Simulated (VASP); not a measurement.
Al, 16 atoms in the cell. The cell holds a slab with vacuum, 16 atoms: a = 5.728 Å, b = 5.728 Å, c = 17.075 Å, α = 90.00°, β = 90.00°, γ = 90.00°. 

| Quantity | Value |
| --- | --- |
| Program | VASP 6.6.1 |
| Task | single point |
| Functional | PBEsol |
| Potentials or basis | VASP PAW PBE potentials, release 64 (Al) |
| Cutoff | 520 eV |
| k mesh | 3 × 3 × 1 |
| Occupations | fermi-dirac, width 0.15 eV |
| Spin | no spin polarisation |
| Dipole correction | no |
| Further INCAR settings | LREAL = Auto; ALGO = Normal; EDIFF = 1e-06; NBANDS = 38 |

Potentials or basis: VASP PAW PBE potentials, release 64 (Al).

The run is started by

```bash
$ cat potpaw_PBE.64/Al/POTCAR > POTCAR
$ mpirun -np 1 vasp_std > vasp.out
```

Hardware: 1 thread of Intel(R) Xeon(R) Platinum 8259CL CPU @ 2.50GHz (Skylake/Cascade Lake), with other jobs on the host.

Question: Estimate the wall time of this run.

Answer: Wall time 4.8 min on 1 thread of Intel(R) Xeon(R) Platinum 8259CL CPU @ 2.50GHz (Skylake/Cascade Lake), on a shared host, peak memory 0.57 GiB. Counts: scf iterations 19, k points 5.
